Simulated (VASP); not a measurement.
Here is a VASP 6.6.1 calculation.

Contents of INCAR:

```
PREC = Accurate
ENCUT = 520
EDIFF = 1E-7
ISMEAR = 0
SIGMA = 0.1
LREAL = F
LASPH = T
NELM = 80
ALGO = Normal
ISIF = 2
LWAVE = F
LCHARG = F
GGA = PS
NBANDS = 9
```

The input KPOINTS:

```
regular mesh
0
Gamma
  21 21 12
```

File POSCAR:

```
Be
1.0
    2.3562306989      0.0000000000      0.0000000000
   -1.1781153495      2.0405556424      0.0000000000
    0.0000000000      0.0000000000      3.3656532030
Be
2
Direct
    0.3333333333      0.6666666667      0.2500000000
    0.6666666667      0.3333333333      0.7500000000
```

Potentials or basis: VASP PAW PBE potentials, release 64 (Be).

Run with:

```console
$ cat potpaw_PBE.64/Be/POTCAR > POTCAR
$ mpirun -np 1 vasp_std > vasp.out
```

Q: Predict the pressure.

A: -1.3 GPa.

Q: Predict the band gap on the k mesh.

A: Zero (bands 2 and 3 overlap by 2.72 eV).

Stress tensor (GPa, compression positive):
```
-10.72   0.00   0.00
  0.00 -10.72   0.00
  0.00   0.00  17.54
```

Caveat: the cell differs from its parent crystal (strained); the PAW data sets were made with another functional, which shifts forces and pressure a little.
